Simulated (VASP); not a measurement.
NiO: relaxation of cell and atoms with PBEsol

NiO:

```
Ni O
1.0
     0.00000    2.08590    2.08590
     2.08590    0.00000    2.08590
     2.08590    2.08590    0.00000
Ni O
1 1
Direct
  0.00000 0.00000 0.00000
  0.50000 0.50000 0.50000
```

```yaml
Program: VASP 6.6.1
Task: relaxation of cell and atoms
Functional: PBEsol
Potentials_or_basis: VASP PAW PBE potentials, release 64 (Ni, O)
Cutoff: 600 eV
k_mesh: 11 × 11 × 11
Occupations: fermi-dirac, width 0.05 eV
Spin: collinear spin, ferromagnetic start
Starting_moments: "[1.0, 0.0] μB"
Dipole_correction: no
Further_INCAR_settings: ALGO = Normal; EDIFF = 1e-06; IBRION = 2; EDIFFG = -0.01; NSW = 60; ISIF = 3
```

```yaml
Relaxed_volume: 8.71 Å³/atom
Relaxed_cell: a = 2.910 Å, b = 2.910 Å, c = 2.910 Å, α = 60.00°, β = 60.00°, γ = 60.00°
Space_group_after_relaxing_to_0.05_Å: Fm-3m (No. 225)
Energy_gained_by_relaxing: 9.3 meV/atom
Ionic_steps: 3
Pressure_after_relaxing: 0.1 GPa
Net_moment: 1.24 μB per cell
Site_moments: Ni +1.03; O +0.17 μB
Valence_electrons_inside_the_program's_atomic_spheres: Ni 9.12; O 4.95
```

The path:
```
step  energy change (eV)  largest force (eV/Å)  pressure (GPa)  volume (Å³)
   1              0.0000                0.0000           -7.82        18.15
   2             -0.0121                0.0000            5.21        17.01
   3             -0.0186                0.0000            0.08        17.42
```

Final structure:
```xyz
2
Lattice="0.0000 2.0575 2.0575 2.0575 0.0000 2.0575 2.0575 2.0575 0.0000" Properties=species:S:1:pos:R:3 pbc="T T T"
Ni    0.0000    0.0000    0.0000
O     2.0575    2.0575    2.0575
```

Levels at points of the mesh, in eV from the Fermi level:
Spin up:
```csv
k point,band 7,band 8,band 9,band 10,band 11,band 12
"(0.00, 0.00, 0.00)",-2.51,-2.51,-2.51,1.68,17.72,19.13
```
Spin down:
| k point | band 4 | band 5 | band 6 | band 7 | band 8 | band 9 | band 10 | band 11 |
| --- | --- | --- | --- | --- | --- | --- | --- | --- |
| (0.00, 0.00, 0.00) | -2.99 | -1.87 | -1.87 | -1.87 | -1.06 | -1.06 | 1.93 | 17.70 |

Run time: 2.9 min on 1 thread of AMD EPYC 7R13, on a shared host, peak memory 0.14 GiB.

Caveat: the PAW data sets were made with another functional, which shifts forces and pressure a little; a cell with one magnetic atom can't hold antiferromagnetic order, which such compounds often take; semilocal functionals often make such compounds metallic where correlation or magnetic order opens a gap, which also shifts bond lengths. With open d or f shells a metallic result of PBEsol can be an artefact of self-interaction; +U or a hybrid may open a gap.
